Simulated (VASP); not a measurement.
# Y (P6_3/mmc) in VASP: elastic constants with LDA

Aim: the elastic constants of Y with LDA.

Everything below comes from runs of VASP 6.6.1. Logs are shortened: lines on timing, memory, paths and dates and some standing lists are left out, and cuts for length are marked.

### 1 The cell of the first run

Symmetry: P6_3/mmc, No. 194, hexagonal system. The conventional cell has a = 3.323 Å, b = 3.323 Å, c = 5.269 Å, α = 90.00°, β = 90.00°, γ = 120.00°. Within 4.3 Å of Y (site symmetry -6m2) lie 12 Y at 3.26 to 3.32 Å.

### 2 Elastic constants, LDA

INCAR

```
  PREC = Accurate
  ENCUT = 600
  EDIFF = 1E-8
  ISMEAR = -1
  SIGMA = 0.1
  LREAL = F
  LASPH = T
  NELM = 60
  ALGO = Normal
  ISIF = 3
  LWAVE = F
  LCHARG = T
  IBRION = 6
  NFREE = 2
  POTIM = 0.015
  NSW = 1
  KPAR = 4
```

KPOINTS

```
regular mesh
0
Gamma
  16 16 8
```

POSCAR

```
Y
1.0
    3.3232378568      0.0000000000      0.0000000000
   -1.6616189284      2.8780084068      0.0000000000
    0.0000000000      0.0000000000      5.2693728646
Y
2
Direct
    0.3333333333      0.6666666667      0.2500000000
    0.6666666667      0.3333333333      0.7500000000
```

Potentials or basis: VASP PAW LDA potentials, release 64 (Y_sv).

Command:

```bash
> cat potpaw_LDA.64/Y_sv/POTCAR > POTCAR
> mpirun -np 4 vasp_std > vasp.out
```

OUTCAR:

```text
PREC = Accurate
   ENCUT = 600
   EDIFF = 1E-8
   ISMEAR = -1
   LREAL = F
   LASPH = T
   NELM = 60
   ISIF = 3
   IBRION = 6
   NFREE = 2
   POTIM = 0.015
   NSW = 1

 ion  position               nearest neighbor table
   1  0.333  0.667  0.250-   2 3.26   2 3.26   2 3.26   2 3.26   2 3.26   2 3.26
   2  0.667  0.333  0.750-   1 3.26   1 3.26   1 3.26   1 3.26   1 3.26   1 3.26

  LATTYP: Found a hexagonal cell.
 ALAT       =     3.3232378568
 C/A-ratio  =     1.5856141184

  Lattice vectors:

 A1 = (   3.3232378568,   0.0000000000,   0.0000000000)
 A2 = (  -1.6616189284,   2.8780084068,   0.0000000000)
 A3 = (   0.0000000000,   0.0000000000,   5.2693728646)

Analysis of symmetry for initial positions (statically):
=====================================================================
 Subroutine PRICEL returns:
 Original cell was already a primitive cell.

 Routine SETGRP: Setting up the symmetry group for a
 hexagonal supercell.

 Subroutine GETGRP returns: Found 24 space group operations
 (whereof 12 operations were pure point group operations)
 out of a pool of 24 trial point group operations.

The static configuration has the point symmetry D_3d.
 The point group associated with its full space group is D_6h.

Analysis of symmetry for dynamics (positions and initial velocities):
=====================================================================
 Subroutine PRICEL returns:
 Original cell was already a primitive cell.

 Routine SETGRP: Setting up the symmetry group for a
 hexagonal supercell.

 Subroutine GETGRP returns: Found 24 space group operations
 (whereof 12 operations were pure point group operations)
 out of a pool of 24 trial point group operations.

The dynamic configuration has the point symmetry D_3d.
 The point group associated with its full space group is D_6h.
[... 775 lines left out ...]
     13       5.4827      0.00001
     14       6.2026      0.00000
     15       6.4118      0.00000

 [... further k-points ...]

------------------------ aborting loop because EDIFF is reached ----------------------------------------

  FORCE on cell =-STRESS in cart. coord.  units (eV):
  Direction    XX          YY          ZZ          XY          YZ          ZX
  --------------------------------------------------------------------------------------
  -------------------------------------------------------------------------------------
  Total        3.0647528      3.0647528      3.0862369      0.0000000      0.0000000     -0.0000000
  in kB       97.4302063     97.4302063     98.1131973      0.0000000      0.0000000     -0.0000000
  external PRESSURE =      97.6578700 kB  Pullay stress =       0.0000000 kB
[... 17 lines left out ...]
  FREE ENERGIE OF THE ION-ELECTRON SYSTEM (eV)
  ---------------------------------------------------
  free  energy   TOTEN  =       -13.6958208591 eV

  energy  without entropy=      -13.5993940381  energy(sigma->0) =      -13.64760745

 INTERNAL STRAIN TENSORS FROM STRAINED CELLS
 ============================================

 INTERNAL STRAIN TENSOR FOR ION    1 for displacements in x,y,z  (eV/Angst):
          X           Y           Z          XY          YZ          ZX
  --------------------------------------------------------------------------------
  x     0.00000     0.00000    -0.00000    -1.60644    -0.00000    -0.00000
  y    -1.60760     1.60504     0.00000     0.00006     0.00039    -0.00060
  z     0.00000     0.00000     0.00000     0.00000    -0.00233     0.00000

 INTERNAL STRAIN TENSORS FROM DISPLACED ATOMS
 ============================================

 INTERNAL STRAIN TENSOR FOR ION    1 for displacements in x,y,z  (eV/Angst):
          X           Y           Z          XY          YZ          ZX
  --------------------------------------------------------------------------------
  x     0.00000     0.00000     0.00000    -1.60591     0.00000     0.00000
  y    -1.60591     1.60591     0.00000    -0.00000     0.00000     0.00000
  z     0.00000    -0.00000    -0.00000     0.00000     0.00000     0.00000

 INTERNAL STRAIN TENSOR FOR ION    2 for displacements in x,y,z  (eV/Angst):
          X           Y           Z          XY          YZ          ZX
  --------------------------------------------------------------------------------
  x     0.00000     0.00000     0.00000     1.60591     0.00000     0.00000
  y     1.60591    -1.60591     0.00000     0.00000     0.00000     0.00000
  z    -0.00000     0.00000     0.00000     0.00000     0.00000     0.00000

 Eigenvectors and eigenvalues of the dynamical matrix
 ----------------------------------------------------

   1 f  =    5.226257 THz    32.837542 2PiTHz  174.329170 cm-1    21.614053 meV
             X         Y         Z           dx          dy          dz
     -0.000000  1.918672  1.317343     0.000000    0.000000    0.707107
      1.661619  0.959336  3.952030    -0.000000    0.000000   -0.707107
[... 16 lines left out ...]
   5 f  =    0.000000 THz     0.000000 2PiTHz    0.000000 cm-1     0.000000 meV
             X         Y         Z           dx          dy          dz
     -0.000000  1.918672  1.317343     0.000000    0.000000    0.707107
      1.661619  0.959336  3.952030    -0.000000    0.000000    0.707107

   6 f/i=    0.000000 THz     0.000000 2PiTHz    0.000000 cm-1     0.000000 meV
             X         Y         Z           dx          dy          dz
     -0.000000  1.918672  1.317343     0.707107    0.000000   -0.000000
      1.661619  0.959336  3.952030     0.707107    0.000000    0.000000

--------------------------------------------------------------------------------------------------------

 ELASTIC MODULI CONTR FROM IONIC RELAXATION (kBar)
 Direction    XX          YY          ZZ          XY          YZ          ZX
 --------------------------------------------------------------------------------
 XX         -82.3494     82.3494      0.0000     -0.0000      0.0000      0.0000
 YY          82.3494    -82.3494     -0.0000      0.0000      0.0000      0.0000
 ZZ           0.0000     -0.0000     -0.0000      0.0000      0.0000      0.0000
 XY          -0.0000      0.0000      0.0000    -82.3494      0.0000      0.0000
 YZ           0.0000      0.0000      0.0000      0.0000      0.0000      0.0000
 ZX           0.0000      0.0000      0.0000      0.0000      0.0000      0.0000
 --------------------------------------------------------------------------------

 TOTAL ELASTIC MODULI (kBar)
 Direction    XX          YY          ZZ          XY          YZ          ZX
 --------------------------------------------------------------------------------
 XX        1000.0897    372.2562    424.4048     -0.0000     -0.0000      0.0000
 YY         372.2562   1000.0897    424.4048      0.0000      0.0000     -0.0000
 ZZ         424.4048    424.4048   1168.9658      0.0000     -0.0000      0.0000
 XY          -0.0000      0.0000      0.0000    313.9167     -0.0000      0.0000
 YZ          -0.0000      0.0000     -0.0000     -0.0000    249.6095      0.0000
 ZX           0.0000     -0.0000     -0.0000      0.0000      0.0000    249.6095
 --------------------------------------------------------------------------------
```

OSZICAR:

```text
N       E                     dE             d eps       ncg     rms          rms(c)
DAV:   1     0.964394691189E+02    0.96439E+02   -0.12812E+04  4500   0.159E+03
DAV:   2    -0.636208336419E+01   -0.10280E+03   -0.10185E+03  5571   0.316E+02
DAV:   3    -0.137733618086E+02   -0.74113E+01   -0.73129E+01  8240   0.506E+01
[... 206 lines left out ...]
DAV:   4    -0.136958221125E+02    0.51520E-04   -0.12954E-04 10150   0.879E-02    0.256E-02
DAV:   5    -0.136958211322E+02    0.98031E-06   -0.23370E-05  8511   0.279E-02    0.683E-03
DAV:   6    -0.136958208807E+02    0.25151E-06   -0.21133E-06  7384   0.174E-02    0.177E-03
DAV:   7    -0.136958208680E+02    0.12697E-07   -0.42225E-07  8294   0.542E-03    0.815E-04
DAV:   8    -0.136958208591E+02    0.89512E-08   -0.46193E-08  7265   0.233E-03
  17 F= -.13695821E+02 E0= -.13647607E+02  d E =-.964268E-01
```

It took 19 min on 4 MPI ranks of Intel Xeon 6975P-C (Granite Rapids), shared host; peak memory 0.96 GiB.

What came out:

| Quantity | Value |
| --- | --- |
| Voigt bulk modulus | 62 GPa |
| Highest phonon frequency at Γ | 174 cm⁻¹ |

Phonon frequencies in cm⁻¹ (negative: imaginary):
```tsv
q point	frequencies
(0.000, 0.000, 0.000)	0 0 0 78 78 174
```

Elastic tensor in Voigt notation (GPa, in the Cartesian axes of the cell as first typed):
```
100  37  42   0   0   0
 37 100  42   0   0   0
 42  42 117   0   0   0
  0   0   0  25   0   0
  0   0   0   0  25   0
  0   0   0   0   0  31
```

Clamped-ion elastic tensor (GPa):
```
108  29  42   0   0   0
 29 108  42   0   0   0
 42  42 117   0   0   0
  0   0   0  25   0   0
  0   0   0   0  25   0
  0   0   0   0   0  40
```

Caveat: the cell is under stress, which shifts elastic constants.
